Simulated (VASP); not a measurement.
A run of VASP 6.6.1 is set up as follows.

Contents of INCAR:

```
PREC = Accurate
ENCUT = 520
EDIFF = 1E-6
ISMEAR = 0
SIGMA = 0.15
LREAL = F
LASPH = T
NELM = 60
ALGO = Fast
ISIF = 2
LWAVE = F
LCHARG = T
GGA = PS
LELF = T
LVHAR = T
NBANDS = 14
```

File KPOINTS:

```
regular mesh
0
Gamma
  22 22 7
```

The input POSCAR:

```
Al
1.0
   -1.6064390039      1.6064390039     -1.6064390039
   -1.6064390039     -1.6064390039      1.6064390039
    0.0000000000      6.6025327108      6.6025327108
Al
4
Direct
    0.0000000000      0.0000000000      0.8515726858
    0.5000000000      0.5000000000      0.1216532408
    0.0000000000      0.0000000000      0.3649597225
    0.5000000000      0.5000000000      0.6082662041
```

Potentials or basis: VASP PAW PBE potentials, release 64 (Al).

Launch:

```bash
$ cat potpaw_PBE.64/Al/POTCAR > POTCAR
$ mpirun -np 1 vasp_std > vasp.out
```

(1) Estimate the band gap on the k mesh.

(2) Predict the largest force.

(3) What does it give for the pressure?

## Answers

(1) zero (band 6 reaches 11.96 eV, above the bottom of band 7 at 5.81 eV).

(2) 0.413 eV/Å.

(3) -1.4 GPa.

Caveat: the PAW data sets were made with another functional, which shifts forces and pressure a little.
